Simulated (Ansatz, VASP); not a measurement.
## Two plane-wave programs on BP

```xyz
2
Lattice="0.0000 2.4424 2.1649 2.1649 0.0000 2.1649 2.1649 2.4424 0.0000" Properties=species:S:1:pos:R:3 pbc="T T T"
B     0.0000    0.0000    0.0000
P     3.2473    3.6636    3.2473
```

Alike in both runs: task single point; functional PBE; k mesh 12 × 12 × 12; occupations gaussian, width 0.05 eV; no spin polarisation.

```csv
,VASP,Ansatz
version,VASP 6.6.1,Ansatz 0.2.0
potentials or method,"VASP PAW PBE potentials, release 64 (B, P), cutoff 520 eV","scalar-relativistic, plane waves, PAW"
valence electrons in the cell,8,8
```

|  | VASP | Ansatz | Ansatz less VASP |
| --- | --- | --- | --- |
| gap on the k mesh at the Fermi level (eV) | 0.28 | 0.29 | +0.005 |
| least direct gap on the mesh (eV) | 2.83 | 2.84 | +0.005 |
| pressure (GPa) | 4.2 | 4.4 | +0.24 |
| traceless stress, the component that is largest in VASP (GPa) | -25.41 | -25.38 | +0.034 |
